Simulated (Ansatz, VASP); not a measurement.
**Two plane-wave programs on AlN**

```
Al N
1.0
     0.00000    2.05607    2.46728
     2.05607    0.00000    2.46728
     2.05607    2.05607    0.00000
Al N
1 1
Direct
  0.00000 0.00000 0.00000
  0.75000 0.75000 0.75000
```

Alike in both runs: task single point; functional r2SCAN; k mesh 10 × 10 × 10; occupations gaussian, width 0.05 eV; no spin polarisation.

```csv
,VASP,Ansatz
version,VASP 6.6.1,Ansatz 0.2.0
potentials or method,"VASP PAW PBE potentials, release 64 (Al, N), cutoff 520 eV","scalar-relativistic, plane waves, PAW"
valence electrons in the cell,8,8
```

```csv
,VASP,Ansatz,Ansatz less VASP
gap on the k mesh at the Fermi level (eV),3.23,3.24,+0.010
least direct gap on the mesh (eV),4.16,4.13,-0.035
pressure (GPa),-2.5,-2.1,+0.41
"traceless stress, the component that is largest in VASP (GPa)",-29.56,-29.44,+0.119
```

VASP's potentials were made for PBE, not for r2SCAN.
